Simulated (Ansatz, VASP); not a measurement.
# One calculation of Ag, two programs

File INCAR:

```
SYSTEM = Ag
PREC = Accurate ; ENCUT = 520
EDIFF = 1E-6 ; ISMEAR = 0
SIGMA = 0.15 ; LREAL = .FALSE.
LASPH = .TRUE. ; NELM = 60
ALGO = Fast ; ISIF = 2
LWAVE = .FALSE. ; LCHARG = .FALSE.
GGA = PS ; NBANDS = 18
```

The input KPOINTS:

```
regular mesh
0
G
  24 24 14
  0 0 0
```

File POSCAR:

```
Ag
1.0
    2.9530745484      0.0000000000      0.0000000000
   -1.4765372742      2.5574375782      0.0000000000
    0.0000000000      0.0000000000      4.6907149281
Ag
2
Direct
    0.3333333333      0.6666666667      0.2500000000
    0.6666666667      0.3333333333      0.7500000000
```

Input for Ansatz:

```yaml
crystal:
  lattice:
    - [2.9530745484, 0.0, 0.0]
    - [-1.4765372742, 2.5574375782, 0.0]
    - [0.0, 0.0, 4.6907149281]
  atoms:
    - { symbol: Ag, position: [0.3333333333, 0.6666666667, 0.25] }
    - { symbol: Ag, position: [0.6666666667, 0.3333333333, 0.75] }
basis:
  ecutwfc: 420
kpoints:
  mp_grid: { grid: [24, 24, 14] }
hamiltonian:
  xc: pbesol
scf:
  occupations: { method: gaussian, width: 0.15 }
output:
  forces: true
  stress: true
  eigenvalues: true
```

Change from the starting cell: strain +0.0300 x Voigt [1, 1, 0, 0, 0, 0], atoms carried along.

Alike in both runs: task single point; functional PBEsol; k mesh 24 × 24 × 14; occupations gaussian, width 0.15 eV; no spin polarisation.

```csv
,VASP,Ansatz
version,VASP 6.6.1,Ansatz 0.2.0
potentials or method,"VASP PAW PBE potentials, release 64 (Ag), cutoff 520 eV","scalar-relativistic, plane waves, PAW"
valence electrons in the cell,22,38
```

```csv
,VASP,Ansatz,Ansatz less VASP
gap on the k mesh at the Fermi level (eV),none,none,-
pressure (GPa),-6.0,-5.8,+0.21
"traceless stress, the component that is largest in VASP (GPa)",1.93,1.95,+0.019
```

VASP's potentials were made for PBE, not for PBEsol. A gap of «none» marks a metal or a gap that the smearing closes. With one functional, cell and mesh, what is left measures potentials, basis and numerics. VASP's potentials hold 22 valence electrons a cell and Ansatz's 38, so a difference there can come from the potentials and not from the codes.
